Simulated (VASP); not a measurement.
# Na (Fd-3m) in VASP: further runs, part 2 of 2

VASP 6.6.1. The steps go on from the part before.

## (3) Density of states, PBEsol (volume scaled by 0.5)

Contents of POSCAR:

```
Na
1.0
    0.0000000000      2.9689113035      2.9689113035
    2.9689113035      0.0000000000      2.9689113035
    2.9689113035      2.9689113035      0.0000000000
Na
2
Direct
   -0.1250000000     -0.1250000000     -0.1250000000
    0.1250000000      0.1250000000      0.1250000000
```

Contents of INCAR.step1:

```
PREC = Accurate ; ENCUT = 520
EDIFF = 1E-6 ; ISMEAR = -1
SIGMA = 0.08 ; LREAL = F
LASPH = T ; NELM = 80
ALGO = Normal ; ISIF = 2
LWAVE = F ; LCHARG = T
GGA = PS ; NBANDS = 14
```

Contents of KPOINTS.step1:

```
Automatic mesh
0
Gamma
  9 9 9
```

Contents of INCAR.step2:

```
PREC = Accurate ; ENCUT = 520
EDIFF = 1E-6 ; ISMEAR = -5
SIGMA = 0.08 ; LREAL = F
LASPH = T ; NELM = 80
ALGO = Normal ; ISIF = 2
LWAVE = F ; LCHARG = F
GGA = PS ; LORBIT = 11
NBANDS = 14 ; NEDOS = 1001
ICHARG = 11
```

Contents of KPOINTS.step2:

```
Automatic mesh
0
Gamma
  14 14 14
```

Potentials or basis: VASP PAW PBE potentials, release 64 (Na_pv).

Launch:

```console
$ cat potpaw_PBE.64/Na_pv/POTCAR > POTCAR
$ cp INCAR.step1 INCAR
$ cp KPOINTS.step1 KPOINTS
$ mpirun -np 1 vasp_std > vasp.out
$ cp INCAR.step2 INCAR
$ cp KPOINTS.step2 KPOINTS
$ mpirun -np 1 vasp_std > vasp.out
```

OUTCAR:

```text
PREC = Accurate
   ENCUT = 520
   EDIFF = 1E-6
   ISMEAR = -5
   LREAL = F
   LASPH = T
   NELM = 80
   ISIF = 2
   GGA = PS
   LORBIT = 11
   ICHARG = 11

 ion  position               nearest neighbor table
   1  0.875  0.875  0.875-   2 2.57   2 2.57   2 2.57   2 2.57
   2  0.125  0.125  0.125-   1 2.57   1 2.57   1 2.57   1 2.57

  LATTYP: Found a face centered cubic cell.
 ALAT       =     5.9378226070

  Lattice vectors:

 A1 = (   0.0000000000,   2.9689113035,   2.9689113035)
 A2 = (   2.9689113035,   0.0000000000,   2.9689113035)
 A3 = (   2.9689113035,   2.9689113035,   0.0000000000)

Analysis of symmetry for initial positions (statically):
=====================================================================
 Subroutine PRICEL returns:
 Original cell was already a primitive cell.

 Routine SETGRP: Setting up the symmetry group for a
 face centered cubic supercell.

 Subroutine GETGRP returns: Found 48 space group operations
 (whereof 12 operations were pure point group operations)
[... 181 lines left out ...]
      6     -23.9232      2.00000
      7      -2.4819      2.00000
      8       8.9509      0.00000
      9       8.9510      0.00000
     10       8.9510      0.00000
     11       9.0919      0.00000
     12       9.0919      0.00000
     13       9.0919      0.00000
     14      11.5890      0.00000
[... 377 lines left out ...]
      1     -24.1985      2.00000
      2     -24.1961      2.00000
      3     -24.1482      2.00000
      4     -23.9489      2.00000
      5     -23.8947      2.00000
      6     -23.8940      2.00000
      7      -1.4834      2.00000
      8       4.9651      0.00000
      9       6.7666      0.00000
     10       7.3644      0.00000
     11       7.8979      0.00000
     12       9.3634      0.00000
     13      11.2247      0.00000
     14      11.7425      0.00000

 [... further k-points ...]
[... 5 lines left out ...]
  --------------------------------------------------------------------------------------
  -------------------------------------------------------------------------------------
  Total        2.3434398      2.3434398      2.3434398      0.0000000     -0.0000000      0.0000000
  in kB       71.7369176     71.7369176     71.7369176      0.0000000     -0.0000000      0.0000000
  external PRESSURE =      71.7369176 kB  Pullay stress =       0.0000000 kB

 VOLUME and BASIS-vectors are now :
 -----------------------------------------------------------------------------
  energy-cutoff  :      520.00
  volume of cell :       52.34
      direct lattice vectors                 reciprocal lattice vectors
     0.000000000  2.968911304  2.968911304    -0.168411902  0.168411902  0.168411902
     2.968911304  0.000000000  2.968911304     0.168411902 -0.168411902  0.168411902
     2.968911304  2.968911304  0.000000000     0.168411902  0.168411902 -0.168411902

 POSITION                                       TOTAL-FORCE (eV/Angst)
 -----------------------------------------------------------------------------------
      5.19559      5.19559      5.19559        -0.000000     -0.000000     -0.000000
      0.74223      0.74223      0.74223         0.000000      0.000000      0.000000
 -----------------------------------------------------------------------------------
    total drift:                                0.000000      0.000000     -0.000000

  FREE ENERGIE OF THE ION-ELECTRON SYSTEM (eV)
  ---------------------------------------------------
  free  energy   TOTEN  =        -1.3936914300 eV

  energy  without entropy=       -1.3936914300  energy(sigma->0) =       -1.39369143

 total charge

# of ion       s       p       d       tot
------------------------------------------
    1        0.143   5.984   0.000   6.127
    2        0.143   5.984   0.000   6.127
--------------------------------------------------
tot          0.286  11.969   0.000  12.255
```

OUTCAR.step1:

```text
PREC = Accurate
   ENCUT = 520
   EDIFF = 1E-6
   ISMEAR = -1
   LREAL = F
[... 631 lines left out ...]
      5.19559      5.19559      5.19559         0.000000      0.000000      0.000000
      0.74223      0.74223      0.74223        -0.000000     -0.000000     -0.000000
 -----------------------------------------------------------------------------------
    total drift:                                0.000000      0.000000     -0.000000

  FREE ENERGIE OF THE ION-ELECTRON SYSTEM (eV)
  ---------------------------------------------------
  free  energy   TOTEN  =        -1.3975705648 eV

  energy  without entropy=       -1.3831891409  energy(sigma->0) =       -1.39037985
```

OSZICAR.step1:

```text
N       E                     dE             d eps       ncg     rms          rms(c)
DAV:   1     0.107025775744E+03    0.10703E+03   -0.78832E+03   980   0.108E+03
DAV:   2     0.280464227109E+01   -0.10422E+03   -0.10257E+03  1010   0.303E+02
DAV:   3    -0.138569761957E+01   -0.41903E+01   -0.41861E+01  1268   0.666E+01
DAV:   4    -0.143929256317E+01   -0.53595E-01   -0.53592E-01  1100   0.817E+00
DAV:   5    -0.144038829968E+01   -0.10957E-02   -0.10957E-02  1294   0.115E+00    0.651E-01
DAV:   6    -0.141353003001E+01    0.26858E-01   -0.12300E-02  1530   0.178E+00    0.378E-01
DAV:   7    -0.139802625147E+01    0.15504E-01   -0.15389E-02  1584   0.153E+00    0.836E-02
DAV:   8    -0.139756754434E+01    0.45871E-03   -0.16524E-03  1226   0.677E-01    0.602E-03
DAV:   9    -0.139757005760E+01   -0.25133E-05   -0.18145E-05  1220   0.409E-02    0.364E-03
DAV:  10    -0.139757056478E+01   -0.50718E-06   -0.66139E-07   832   0.109E-02
   1 F= -.13975706E+01 E0= -.13903799E+01  d E =-.143814E-01
```

It took 26 s on 1 thread of Intel Xeon Platinum 8375C at 2.90GHz (Ice Lake), shared host; peak memory 0.19 GiB.

Results:

```yaml
Valence_electrons_inside_the_program's_atomic_spheres: Na 6.13
```

Levels at points of the mesh, in eV from the Fermi level:
```
           k point  band 5  band 6  band 7  band 8  band 9  band 10
(0.00, 0.00, 0.00)  -25.60  -25.60   -4.16    7.28    7.28     7.28
(0.50, 0.00, 0.00)  -25.56  -25.56   -1.01   -0.80    6.26     6.26
(0.50, 0.50, 0.00)  -25.53  -25.53    0.10    0.10    3.81     3.81
```

Caveat: the PAW data sets were made with another functional, which shifts forces and pressure a little; tetrahedron occupations give inexact forces and stress in metals.

## (4) Density of states, PBEsol (volume scaled by 0.88)

Contents of POSCAR:

```
Na
1.0
    0.0000000000      3.5845511268      3.5845511268
    3.5845511268      0.0000000000      3.5845511268
    3.5845511268      3.5845511268      0.0000000000
Na
2
Direct
   -0.1250000000     -0.1250000000     -0.1250000000
    0.1250000000      0.1250000000      0.1250000000
```

Contents of INCAR.step1:

```
PREC     = Accurate       # precision mode
ENCUT    = 520            # plane-wave cutoff, eV
EDIFF    = 1E-6           # SCF threshold, eV
ISMEAR   = -1             # smearing method
SIGMA    = 0.08           # smearing width, eV
LREAL    = False          # projectors in reciprocal space
LASPH    = True           # aspherical terms in the spheres
NELM     = 100            # most SCF steps
ALGO     = Normal         # electronic algorithm
ISIF     = 2              # what is computed and relaxed
LWAVE    = False          # write WAVECAR
LCHARG   = True           # write CHGCAR
GGA      = PS             # functional
NBANDS   = 14             # bands
```

Contents of KPOINTS.step1:

```
regular mesh
0
Gamma
  9 9 9
```

Contents of INCAR.step2:

```
PREC     = Accurate       # precision mode
ENCUT    = 520            # plane-wave cutoff, eV
EDIFF    = 1E-6           # SCF threshold, eV
ISMEAR   = -5             # smearing method
SIGMA    = 0.08           # smearing width, eV
LREAL    = False          # projectors in reciprocal space
LASPH    = True           # aspherical terms in the spheres
NELM     = 100            # most SCF steps
ALGO     = Normal         # electronic algorithm
ISIF     = 2              # what is computed and relaxed
LWAVE    = False          # write WAVECAR
LCHARG   = False          # write CHGCAR
GGA      = PS             # functional
LORBIT   = 11             # projections on sites
NBANDS   = 14             # bands
NEDOS    = 2001           # points of the DOS
ICHARG   = 11             # starting density
```

Contents of KPOINTS.step2:

```
regular mesh
0
Gamma
  14 14 14
```

Launch:

```console
$ cat potpaw_PBE.64/Na_pv/POTCAR > POTCAR
$ cp INCAR.step1 INCAR
$ cp KPOINTS.step1 KPOINTS
$ mpirun -np 1 vasp_std > vasp.out
$ cp INCAR.step2 INCAR
$ cp KPOINTS.step2 KPOINTS
$ mpirun -np 1 vasp_std > vasp.out
```

Wall time 63 s (1 thread of Intel Xeon 6975P-C (Granite Rapids), shared host); peak memory 0.27 GiB.

It converged, with:

| Item | Value |
| --- | --- |
| Valence electrons inside the program's atomic spheres | Na 6.08 |

Levels at points of the mesh, in eV from the Fermi level:
| k point | band 3 | band 4 | band 5 | band 6 | band 7 | band 8 | band 9 | band 10 | band 11 | band 12 |
| --- | --- | --- | --- | --- | --- | --- | --- | --- | --- | --- |
| (0.00, 0.00, 0.00) | -25.34 | -25.28 | -25.28 | -25.28 | -2.86 | 5.10 | 5.10 | 5.10 | 5.38 | 5.38 |
| (0.50, 0.00, 0.00) | -25.33 | -25.28 | -25.27 | -25.27 | -0.83 | -0.45 | 4.34 | 4.34 | 4.94 | 4.94 |
| (0.50, 0.50, 0.00) | -25.31 | -25.31 | -25.27 | -25.27 | 0.07 | 0.07 | 2.63 | 2.63 | 3.28 | 3.28 |

Caveat: the PAW data sets were made with another functional, which shifts forces and pressure a little; tetrahedron occupations give inexact forces and stress in metals.
